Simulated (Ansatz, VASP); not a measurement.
BAs: VASP beside Ansatz

POSCAR

```
BAs
1.0
    0.0000000000      2.3885000000      2.3885000000
    2.3885000000      0.0000000000      2.3885000000
    2.3885000000      2.3885000000      0.0000000000
As B
1 1
Direct
    0.7500000000      0.7500000000      0.7500000000
    0.0000000000      0.0000000000      0.0000000000
```

The input INCAR.step1:

```
ALGO = Normal
EDIFF = 1E-5
ENCUT = 520
GGA = PE
ISIF = 2
ISMEAR = -1
LASPH = True
LCHARG = False
LREAL = False
LWAVE = True
NBANDS = 11
NELM = 100
PREC = Accurate
SIGMA = 0.05
```

File INCAR.step2:

```
AEXX = 0.5
ALGO = Normal
EDIFF = 1E-6
ENCUT = 520
ISIF = 2
ISMEAR = -1
ISTART = 1
LASPH = True
LCHARG = False
LHFCALC = True
LMIXTAU = True
LREAL = False
LWAVE = False
METAGGA = R2SCAN
NBANDS = 11
NELM = 100
PREC = Accurate
PRECFOCK = Normal
SIGMA = 0.05
```

KPOINTS

```
k-points
0
Gamma
  5 5 5
```

The input input.yaml:

```yaml
crystal:
  lattice:
    - [0.0, 2.3885, 2.3885]
    - [2.3885, 0.0, 2.3885]
    - [2.3885, 2.3885, 0.0]
  atoms:
    - { symbol: As, position: [0.75, 0.75, 0.75] }
    - { symbol: B, position: [0.0, 0.0, 0.0] }
hamiltonian:
  xc: r2scan50
  pseudopotentials: { kind: paw }
kpoints:
  mp_grid: { grid: [5, 5, 5] }
  band_path:
    path:
      - [[0.0, 0.0, 0.0], [0.5, 0.0, 0.5], [0.5, 0.25, 0.75], [0.375, 0.375, 0.75], [0.0, 0.0, 0.0], [0.5, 0.5, 0.5], [0.625, 0.25, 0.625], [0.5, 0.25, 0.75], [0.5, 0.5, 0.5], [0.375, 0.375, 0.75]]
      - [[0.625, 0.25, 0.625], [0.5, 0.0, 0.5]]
    npoints: 4
scf:
  occupations: { method: fermi_dirac, width: 0.05 }
  n_extra_bands: 6
output:
  forces: true
  stress: true
  eigenvalues: true
  fatbands: false
```

Alike in both runs: functional r2SCAN50; k mesh 5 × 5 × 5; occupations fermi-dirac, width 0.05 eV; no spin polarisation.

|  | VASP | Ansatz |
| --- | --- | --- |
| version | VASP 6.6.1 | Ansatz 0.2.0 |
| potentials or method | VASP PAW PBE potentials, release 64 (As, B) | Ansatz PAW |
| plane-wave cutoff (eV) | 520 | 500 |
| valence electrons in the cell | 8 | 18 |
| task | single point | band structure |

```tsv
	VASP	Ansatz	Ansatz less VASP
gap on the k mesh at the Fermi level (eV)	4.02	3.92	-0.106
least direct gap on the mesh (eV)	6.44	6.35	-0.090
pressure (GPa)	-4.7	-3.6	+1.14
```

VASP's potentials were made for PBE, not for r2SCAN50. VASP's potentials hold 8 valence electrons a cell and Ansatz's 18, so a difference there can come from the potentials and not from the codes.

The k mesh is coarse, so the values compare programs but aren't converged.
